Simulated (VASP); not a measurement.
A run of VASP 6.6.1:

Contents of INCAR:

```
PREC     = Accurate       # precision mode
ENCUT    = 520            # plane-wave cutoff, eV
EDIFF    = 1E-7           # SCF threshold, eV
ISMEAR   = 0              # smearing method
SIGMA    = 0.1            # smearing width, eV
LREAL    = F              # projectors in reciprocal space
LASPH    = T              # aspherical terms in the spheres
NELM     = 80             # most SCF steps
ALGO     = Fast           # electronic algorithm
ISIF     = 2              # what is computed and relaxed
LWAVE    = F              # write WAVECAR
LCHARG   = F              # write CHGCAR
GGA      = PS             # functional
NBANDS   = 26             # bands
```

Contents of KPOINTS:

```
Automatic mesh
0
Gamma
  12 12 4
```

Contents of POSCAR:

```
K
1.0
    4.0928645161      0.0000000000      0.0000000000
   -2.0464322581      3.5445246452      0.0000000000
    0.0000000000      0.0000000000     13.2974622990
K
4
Direct
    0.0000000000      0.0000000000      0.0000000000
    0.3333333333      0.6666666667      0.7500000000
    0.0000000000      0.0000000000      0.5000000000
    0.6666666667      0.3333333333      0.2500000000
```

Potentials or basis: VASP PAW PBE potentials, release 64 (K_sv).

Run with:

```sh
$ cat potpaw_PBE.64/K_sv/POTCAR > POTCAR
$ mpirun -np 1 vasp_std > vasp.out
```

Hardware: 1 thread of Intel(R) Xeon(R) 6975P-C (Granite Rapids) (shared host).

Task: How long does it take, and how much memory?

Result: Run time: 4 min on 1 thread of Intel(R) Xeon(R) 6975P-C (Granite Rapids), with other jobs on the host, peak memory 0.4 GiB. Counts: scf iterations 21, k points 57.
